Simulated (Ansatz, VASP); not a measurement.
Pt: VASP beside Ansatz

```
Pt
1.0
     0.00000    1.97053    1.82412
     1.97053    0.00000    1.82412
     1.97053    1.97053    0.00000
Pt
1
Direct
  0.00000 0.00000 0.00000
```

Alike in both runs: task single point; functional LDA; k mesh 22 × 22 × 22; occupations gaussian, width 0.15 eV; no spin polarisation.

|  | VASP | Ansatz |
| --- | --- | --- |
| version | VASP 6.6.1 | Ansatz 0.2.0 |
| potentials or method | VASP PAW LDA potentials, release 64 (Pt), cutoff 520 eV | scalar-relativistic, plane waves, PAW |
| valence electrons in the cell | 10 | 18 |

VASP gave:

| Item | Value |
| --- | --- |
| gap on the k mesh at the Fermi level (eV) | none |
| pressure (GPa) | 15.6 |
| traceless stress, the component that is largest in VASP (GPa) | 4.78 |

Q: Estimate Ansatz's values.

A: gap on the k mesh at the Fermi level (eV): none; pressure (GPa): 14.7; traceless stress, the component that is largest in VASP (GPa): 4.76.

Ansatz warns that its potentials were made for another functional, while VASP's fit it. LDA's correlation is that of Perdew and Zunger in VASP and of Perdew and Wang (1992) in Ansatz. A gap of «none» marks a metal or a gap that the smearing closes. VASP's potentials hold 10 valence electrons a cell and Ansatz's 18, so a difference there can come from the potentials and not from the codes.

Spin-orbit coupling is off throughout.
